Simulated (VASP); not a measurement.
Input of a VASP 6.6.1 run:

The input INCAR:

```
PREC = Accurate
ENCUT = 520
EDIFF = 1E-6
ISMEAR = 1
SIGMA = 0.01
LREAL = False
LASPH = True
NELM = 60
ALGO = Normal
ISIF = 2
LWAVE = False
LCHARG = True
GGA = CA
LELF = True
LVHAR = True
NBANDS = 13
```

Contents of KPOINTS:

```
Automatic mesh
0
Gamma
  11 11 11
```

The input POSCAR:

```
Pb
1.0
    0.0000000000      2.4375492138      2.4375492138
    2.4375492138      0.0000000000      2.4375492138
    2.4375492138      2.4375492138      0.0000000000
Pb
1
Direct
    0.0000000000      0.0000000000      0.0000000000
```

Potentials or basis: VASP PAW LDA potentials, release 64 (Pb_d).

The run is started by

```sh
$ cat potpaw_LDA.64/Pb_d/POTCAR > POTCAR
$ mpirun -np 1 vasp_std > vasp.out
```

**Question.** Estimate the pressure.

**Answer.** 0.1 GPa.

**Question.** Estimate the band gap on the k mesh.

**Answer.** Zero (band 7 reaches 15.25 eV, above the bottom of band 8 at 6.00 eV).

Caveat: spin-orbit coupling is left out, which moves the levels of the heavy elements.
